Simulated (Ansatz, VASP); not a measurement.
**ZnSe in VASP and in Ansatz**

Contents of INCAR:

```
PREC = Accurate ; ENCUT = 600
EDIFF = 1E-7 ; ISMEAR = -1
SIGMA = 0.05 ; LREAL = False
LASPH = True ; NELM = 100
ALGO = Normal ; ISIF = 3
LWAVE = False ; LCHARG = False
GGA = RE ; IVDW = 12
IBRION = 2 ; NSW = 60
EDIFFG = -0.01
```

File KPOINTS:

```
regular mesh
0
Gamma
  8 8 8
```

The input POSCAR:

```
ZnSe
1.0
    0.0000000000      2.8338000000      2.8338000000
    2.8338000000      0.0000000000      2.8338000000
    2.8338000000      2.8338000000      0.0000000000
Se Zn
1 1
Direct
    0.7500000000      0.7500000000      0.7500000000
    0.0000000000      0.0000000000      0.0000000000
```

Contents of input.yaml:

```yaml
crystal:
  lattice:
    - [0.0, 2.8338, 2.8338]
    - [2.8338, 0.0, 2.8338]
    - [2.8338, 2.8338, 0.0]
  atoms:
    - { symbol: Se, position: [0.75, 0.75, 0.75] }
    - { symbol: Zn, position: [0.0, 0.0, 0.0] }
hamiltonian:
  xc: revpbe
  pseudopotentials: { kind: paw }
  dispersion: d3bj
kpoints:
  mp_grid: { grid: [8, 8, 8] }
scf:
  occupations: { method: fermi_dirac, width: 0.05 }
output:
  forces: true
  stress: true
relax:
  f_tol: 0.01
  max_steps: 40
  cell: { stress_tol: 0.05 }
```

Alike in both runs: task relaxation of cell and atoms; functional revPBE; dispersion D3(BJ); k mesh 8 × 8 × 8; occupations fermi-dirac, width 0.05 eV; no spin polarisation.

```csv
,VASP,Ansatz
version,VASP 6.6.1,Ansatz 0.2.0
potentials or method,"VASP PAW PBE potentials, release 64 (Se, Zn)",Ansatz PAW
plane-wave cutoff (eV),600,420
valence electrons in the cell,18,28
```

VASP gave:

* relaxed volume (Å³/atom): 22.35
* relaxed length of the cell vector where the two differ most in proportion (Å): 3.984

What did Ansatz give for the same quantities?

Relaxed volume (Å³/atom): 22.27; relaxed length of the cell vector where the two differ most in proportion (Å): 3.979.

VASP's potentials were made for PBE, not for revPBE. VASP's potentials hold 18 valence electrons a cell and Ansatz's 28, so a difference there can come from the potentials and not from the codes.

Noted on Ansatz's run: the plane-wave basis is chosen anew once the cell has moved, so the energies of steps on either side of that aren't comparable.
